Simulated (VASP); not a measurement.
As:

```
As
1.0
     2.49035    0.00000    0.00000
     0.00000    2.49035    0.00000
     0.00000    0.00000    2.49035
As
1
Direct
  0.00000 0.00000 0.00000
```

| Property | Result |
| --- | --- |
| Program | VASP 6.6.1 |
| Task | relaxation of cell and atoms |
| Functional | PBE |
| Potentials or basis | VASP PAW PBE potentials, release 64 (As) |
| Cutoff | 600 eV |
| k mesh | 13 × 13 × 13 |
| Occupations | fermi-dirac, width 0.03 eV |
| Spin | no spin polarisation |

At the start: pressure 40.3 GPa; volume 15.44 Å³/atom.

Question: Where does the relaxation end?

Answer: Over 20 steps the energy falls by 495.9 meV/atom and the volume is 20.38 Å³/atom (+31.9 %); space group Pm-3m (No. 221, to 0.05 Å).

Step by step:
| step | energy change (eV) | largest force (eV/Å) | pressure (GPa) | volume (Å³) |
| --- | --- | --- | --- | --- |
| 1 | 0.0000 | 0.0000 | 40.31 | 15.44 |
| 2 | -0.2564 | 0.0000 | -11.30 | 25.86 |
| 3 | -0.4956 | 0.0000 | -0.58 | 20.52 |
| 4 | -0.4959 | 0.0000 | -0.14 | 20.41 |
| 5 | -0.4958 | 0.0000 | 0.30 | 20.30 |
| 6 | -0.4958 | 0.0000 | 0.30 | 20.30 |
| 7 | -0.4958 | 0.0000 | 0.29 | 20.31 |
| 8 | -0.4958 | 0.0000 | 0.28 | 20.31 |
| 9 | -0.4958 | 0.0000 | 0.28 | 20.31 |
| 10 | -0.4958 | 0.0000 | 0.28 | 20.31 |
| 11 | -0.4958 | 0.0000 | 0.28 | 20.31 |
| 12 | -0.4958 | 0.0000 | 0.28 | 20.31 |
| 13 | -0.4958 | 0.0000 | 0.28 | 20.31 |
| 14 | -0.4958 | 0.0000 | 0.28 | 20.31 |
| 15 | -0.4958 | 0.0000 | 0.27 | 20.31 |
| 16 | -0.4958 | 0.0000 | 0.26 | 20.32 |
| 17 | -0.4958 | 0.0000 | 0.19 | 20.33 |
| 18 | -0.4959 | 0.0000 | 0.09 | 20.35 |
| 19 | -0.4959 | 0.0000 | -0.11 | 20.40 |
| 20 | -0.4959 | 0.0000 | 0.00 | 20.38 |

Final structure:
```xyz
1
Lattice="2.7313 0.0000 0.0000 0.0000 2.7313 0.0000 0.0000 0.0000 2.7313" Properties=species:S:1:pos:R:3 pbc="T T T"
As    0.0000    0.0000    0.0000
```

Caveat: the volume moved by over 15 % at a fixed basis, so the end points are rough.
